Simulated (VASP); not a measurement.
# TiAl3 (Pm-3m) in VASP: relaxation of cell and atoms with PBE

Aim: the relaxation of cell and atoms of TiAl3 with PBE.

All numbers are computed with VASP 6.6.1; they aren't measurements. Logs are shortened: lines on timing, memory, paths and dates and some standing lists are left out, and cuts for length are marked.

## (1) The cell of the first run

The structure is cubic, space group Pm-3m (No. 221). Conventional cell: a = 3.956 Å, b = 3.956 Å, c = 3.956 Å, α = 90.00°, β = 90.00°, γ = 90.00°. Within 3.7 Å of Ti (site symmetry m-3m) lie 12 Al at 2.80 Å. Al (site symmetry 4/mmm) has 4 Ti at 2.80 Å and 8 Al at 2.80 Å within 3.7 Å.

## (2) Relaxation of cell and atoms, PBE

Contents of INCAR:

```
PREC = Accurate
ENCUT = 600
EDIFF = 1E-7
ISMEAR = 0
SIGMA = 0.1
LREAL = F
LASPH = T
NELM = 80
ALGO = Normal
ISIF = 3
LWAVE = F
LCHARG = F
GGA = PE
IBRION = 2
NSW = 100
EDIFFG = -0.01
```

Contents of KPOINTS:

```
regular mesh
0
Gamma
  12 12 12
```

Contents of POSCAR:

```
TiAl3
1.0
    3.9556713100      0.0000000000      0.0000000000
    0.0000000000      3.9556713100      0.0000000000
    0.0000000000      0.0000000000      3.9556713100
Ti Al
1 3
Direct
    0.0000000000      0.0000000000      0.0000000000
    0.5000000000      0.5000000000      0.0000000000
    0.5000000000      0.0000000000      0.5000000000
    0.0000000000      0.5000000000      0.5000000000
```

Potentials or basis: VASP PAW PBE potentials, release 64 (Ti_sv, Al).

Started as:

```bash
> cat potpaw_PBE.64/Ti_sv/POTCAR potpaw_PBE.64/Al/POTCAR > POTCAR
> mpirun -np 1 vasp_std > vasp.out
```

OUTCAR:

```text
PREC = Accurate
   ENCUT = 600
   EDIFF = 1E-7
   ISMEAR = 0
   LREAL = F
   LASPH = T
   NELM = 80
   ISIF = 3
   GGA = PE
   IBRION = 2
   NSW = 100
   EDIFFG = -0.01

 ion  position               nearest neighbor table
   1  0.000  0.000  0.000-   2 2.80   3 2.80   4 2.80   3 2.80   4 2.80   2 2.80   4 2.80   4 2.80
                             2 2.80   3 2.80   3 2.80   2 2.80
   2  0.500  0.500  0.000-   1 2.80   3 2.80   4 2.80   3 2.80   4 2.80   1 2.80   3 2.80   3 2.80
                             1 2.80   4 2.80   4 2.80   1 2.80
   3  0.500  0.000  0.500-   1 2.80   2 2.80   4 2.80   1 2.80   2 2.80   2 2.80   4 2.80   2 2.80
                             1 2.80   4 2.80   1 2.80   4 2.80
   4  0.000  0.500  0.500-   1 2.80   2 2.80   3 2.80   1 2.80   2 2.80   1 2.80   3 2.80   1 2.80
                             2 2.80   3 2.80   2 2.80   3 2.80

  LATTYP: Found a simple cubic cell.
 ALAT       =     3.9556713100

  Lattice vectors:

 A1 = (   3.9556713100,   0.0000000000,   0.0000000000)
 A2 = (   0.0000000000,   3.9556713100,   0.0000000000)
 A3 = (   0.0000000000,   0.0000000000,   3.9556713100)

Analysis of symmetry for initial positions (statically):
=====================================================================
 Subroutine PRICEL returns:
 Original cell was already a primitive cell.

 Routine SETGRP: Setting up the symmetry group for a
 simple cubic supercell.

 Subroutine GETGRP returns: Found 48 space group operations
 (whereof 48 operations were pure point group operations)
 out of a pool of 48 trial point group operations.

The static configuration has the point symmetry O_h .

Analysis of symmetry for dynamics (positions and initial velocities):
=====================================================================
 Subroutine PRICEL returns:
 Original cell was already a primitive cell.

 Routine SETGRP: Setting up the symmetry group for a
 simple cubic supercell.

 Subroutine GETGRP returns: Found 48 space group operations
 (whereof 48 operations were pure point group operations)
 out of a pool of 48 trial point group operations.

The dynamic configuration has the point symmetry O_h .

 Subroutine INISYM returns: Found 48 space group operations
 (whereof 48 operations are pure point group operations),
 and found     1 'primitive' translations

----------------------------------------------------------------------------------------

                                     Primitive cell

  volume of cell :      61.8957

  direct lattice vectors                    reciprocal lattice vectors
     3.955671310  0.000000000  0.000000000     0.252801591  0.000000000  0.000000000
     0.000000000  3.955671310  0.000000000     0.000000000  0.252801591  0.000000000
     0.000000000  0.000000000  3.955671310     0.000000000  0.000000000  0.252801591

  length of vectors
     3.955671310  3.955671310  3.955671310     0.252801591  0.252801591  0.252801591

  position of ions in fractional coordinates (direct lattice)
     0.000000000  0.000000000  0.000000000
     0.500000000  0.500000000  0.000000000
     0.500000000  0.000000000  0.500000000
     0.000000000  0.500000000  0.500000000

  ion indices of the primitive-cell ions
   primitive index   ion index
                 1           1
                 2           2
                 3           3
                 4           4

----------------------------------------------------------------------------------------

 KPOINTS: regular mesh

Automatic generation of k-mesh.
 Grid dimensions read from file:
 generate k-points for:   12   12   12

 Generating k-lattice:

  Cartesian coordinates                     Fractional coordinates (reciprocal lattice)
     0.021066799  0.000000000  0.000000000     0.083333333  0.000000000  0.000000000
     0.000000000  0.021066799  0.000000000     0.000000000  0.083333333  0.000000000
     0.000000000  0.000000000  0.021066799     0.000000000  0.000000000  0.083333333

  Length of vectors
     0.021066799  0.021066799  0.021066799

  Shift w.r.t. Gamma in fractional coordinates (k-lattice)
     0.000000000  0.000000000  0.000000000

 Subroutine IBZKPT returns following result:
 ===========================================

 Found     84 irreducible k-points:

 Following reciprocal coordinates:
            Coordinates               Weight
  0.000000  0.000000  0.000000      1.000000
  0.083333  0.000000  0.000000      6.000000
  0.166667  0.000000  0.000000      6.000000
  0.250000  0.000000  0.000000      6.000000
  0.333333  0.000000  0.000000      6.000000
  0.416667  0.000000  0.000000      6.000000
[... 16 lines left out ...]
  0.333333  0.333333  0.000000     12.000000
  0.416667  0.333333  0.000000     24.000000
 [... further k-points ...]
   k-points           NKPTS =     84   k-points in BZ     NKDIM =     84   number of bands    NBANDS=     14
   number of dos      NEDOS =    301   number of ions     NIONS =      4
   total plane-waves  NPLWV =  32768
   dimension x,y,z NGX =    32 NGY =   32 NGZ =   32
   dimension x,y,z NGXF=    64 NGYF=   64 NGZF=   64
   ions per type =               1   3
   NGX,Y,Z   is equivalent  to a cutoff of  13.45, 13.45, 13.45 a.u.
   NGXF,Y,Z  is equivalent  to a cutoff of  26.90, 26.90, 26.90 a.u.
 SYSTEM =  unknown system
   PREC   = accura    normal or accurate (medium, high low for compatibility)
   ISTART =      0    job   : 0-new  1-cont  2-samecut
   ICHARG =      2    charge: 1-file 2-atom 10-const
   ISPIN  =      1    spin polarized calculation?
   LNONCOLLINEAR =      F non collinear calculations
   LSORBIT =      F    spin-orbit coupling
   LASPH  =      T    aspherical Exc in radial PAW
   ENCUT  =  600.0 eV  44.10 Ry    6.64 a.u.   7.90  7.90  7.90*2*pi/ulx,y,z
   NELM   =     80;   NELMIN=  2; NELMDL= -5     # of ELM steps
   EDIFF  = 0.1E-06   stopping-criterion for ELM
   LREAL  =      F    real-space projection
   EDIFFG = -.1E-01   stopping-criterion for IOM
   NSW    =    100    number of steps for IOM
   IBRION =      2    ionic relax: 0-MD 1-quasi-New 2-CG
   NFREE  =      1    steps in history (QN), initial steepest desc. (CG)
   ISIF   =      3    stress and relaxation
   ISYM   =      2    0-nonsym 1-usesym 2-fastsym
   POTIM  = 0.5000    time-step for ionic-motion
   TEBEG  =    0.0;   TEEND  =   0.0 temperature during run
   PSTRESS=    0.0 pullay stress
   NELECT =      21.0000    total number of electrons
   NUPDOWN=      -1.0000    fix difference up-down
   EMIN   =  10.00;   EMAX   =-10.00  energy-range for DOS
   EFERMI =   0.00;   METHOD = LEGACY
   ISMEAR =     0;   SIGMA  =   0.10  broadening in eV -4-tet -1-fermi 0-gaus
   EFERMI_NEDOS =   21; number of points for ismear=-14 and -15
   IALGO  =     38    algorithm
   IMIX   =      4    mixing-type and parameters
     AMIX     =   0.40;   BMIX     =  1.00
     AMIX_MAG =   1.60;   BMIX_MAG =  1.00
  volume/ion in A,a.u.               =      15.47       104.42
  Fermi-wavevector in a.u.,A,eV,Ry     =   1.141811  2.157711 17.738370  1.303733
  Thomas-Fermi vector in A             =   2.278511
   LORBIT       =      0    0 simple, 1 ext, 2 COOP (PROOUT), +10 PAW based schemes
   GGA     = PE    functional components
   LHFCALC =     F    Hartree Fock is set to
   AEXX    =    0.0000 exact exchange contribution
   IVDW    =     0    specifies the selected vdW correction
   LEPSILON=     F    determine dielectric tensor
   LRPA    =     F    only Hartree local field effects (RPA)
 conjugate gradient relaxation of ions
 non-spin polarized calculation
 Gauss-broadening in eV      SIGMA  =   0.10
  energy-cutoff  :      600.00
  volume of cell :       61.90
 maximum number of plane-waves:      2103
 NGX is ok and might be reduce to    32
   NGX = 15   NGY = 15   NGZ = 15

--------------------------------------- Ionic step        1  -------------------------------------------

 number of electron      20.9999993 magnetization

 Free energy of the ion-electron system (eV)
  ---------------------------------------------------
  ext. energy  EPLUGINS =         0.00000000
  ---------------------------------------------------
  free energy    TOTEN  =       -20.54565757 eV

  energy without entropy =      -20.53211949  energy(sigma->0) =      -20.53888853

------------------------ aborting loop because EDIFF is reached ----------------------------------------

  FORCE on cell =-STRESS in cart. coord.  units (eV):
  Direction    XX          YY          ZZ          XY          YZ          ZX
  --------------------------------------------------------------------------------------
  -------------------------------------------------------------------------------------
  Total        0.7734223      0.7734223      0.7734223      0.0000000     -0.0000000      0.0000000
  in kB       20.0201191     20.0201191     20.0201191      0.0000000     -0.0000000      0.0000000
  external PRESSURE =      20.0201191 kB  Pullay stress =       0.0000000 kB
[... 61 lines left out ...]
  energy  without entropy=      -20.5365277559  energy(sigma->0) =      -20.54359417

--------------------------------------- Ionic step        3  -------------------------------------------

 number of electron      20.9999993 magnetization

 Free energy of the ion-electron system (eV)
  ---------------------------------------------------
  ext. energy  EPLUGINS =         0.00000000
  ---------------------------------------------------
  free energy    TOTEN  =       -20.55261384 eV

  energy without entropy =      -20.53868982  energy(sigma->0) =      -20.54565183

 E-fermi :   8.9417     XC(G=0): -10.7574

 val. band max:        8.9405732929   @ k =   0.2500   0.1667   0.0000
 cond. band min:       8.9528586723   @ k =   0.1667   0.1667   0.0833
 fundamental gap:      0.0122853794
 Fermi energy:         8.9416799181

 k-point     1 :       0.0000    0.0000    0.0000
  band No.  band energies     occupation
      1     -48.0685      2.00000
      2     -24.3685      2.00000
      3     -24.3685      2.00000
      4     -24.3685      2.00000
      5      -1.8006      2.00000
      6       5.8672      2.00000
      7       5.8672      2.00000
      8       6.7631      2.00000
      9       6.7631      2.00000
     10       6.7631      2.00000
     11       9.0801      0.05036
     12       9.0801      0.05036
     13       9.0801      0.05036
     14       9.6624      0.00000
[... 375 lines left out ...]
 k-point    24 :       0.4167    0.3333    0.0000
  band No.  band energies     occupation
      1     -48.0672      2.00000
      2     -24.3841      2.00000
      3     -24.3804      2.00000
      4     -24.3663      2.00000
      5       0.6971      2.00000
      6       2.4429      2.00000
      7       3.6439      2.00000
      8       5.3366      2.00000
      9       7.3029      2.00000
     10       7.8971      2.00000
     11       9.1865      0.00054
     12       9.7897      0.00000
     13       9.9709      0.00000
     14      10.7225      0.00000

 [... further k-points ...]
[... 5 lines left out ...]
  --------------------------------------------------------------------------------------
  -------------------------------------------------------------------------------------
  Total        0.0018544      0.0018544      0.0018544      0.0000000     -0.0000000      0.0000000
  in kB        0.0471387      0.0471387      0.0471387      0.0000000     -0.0000000      0.0000000
  external PRESSURE =       0.0471387 kB  Pullay stress =       0.0000000 kB
[... 19 lines left out ...]
  FREE ENERGIE OF THE ION-ELECTRON SYSTEM (eV)
  ---------------------------------------------------
  free  energy   TOTEN  =       -20.5526138444 eV

  energy  without entropy=      -20.5386898233  energy(sigma->0) =      -20.54565183

 reached required accuracy - stopping structural energy minimisation
```

Wall time 2.1 min (1 thread of Intel Xeon Platinum 8488C (Sapphire Rapids), shared host); peak memory 0.25 GiB.

Results:

| Item | Value |
| --- | --- |
| Free energy | -20.5526 eV |
| Relaxed volume | 15.76 Å³/atom |
| Relaxed cell | a = 3.980 Å, b = 3.980 Å, c = 3.980 Å, α = 90.00°, β = 90.00°, γ = 90.00° |
| Space group after relaxing (to 0.05 Å) | Pm-3m (No. 221) |
| Energy gained by relaxing | 1.7 meV/atom |
| Ionic steps | 3 |
| Pressure after relaxing | 0.0 GPa |

Step by step:
| step | energy change (eV) | largest force (eV/Å) | pressure (GPa) | volume (Å³) |
| --- | --- | --- | --- | --- |
| 1 | 0.0000 | 0.0000 | 2.00 | 61.90 |
| 2 | -0.0050 | 0.0000 | -1.01 | 63.64 |
| 3 | -0.0070 | 0.0000 | 0.00 | 63.03 |

Final structure:
```
CELL_PARAMETERS angstrom
3.97965 0.00000 0.00000
0.00000 3.97965 0.00000
0.00000 0.00000 3.97965
ATOMIC_POSITIONS crystal
Ti 0.00000 0.00000 0.00000
Al 0.50000 0.50000 0.00000
Al 0.50000 0.00000 0.50000
Al 0.00000 0.50000 0.50000
```
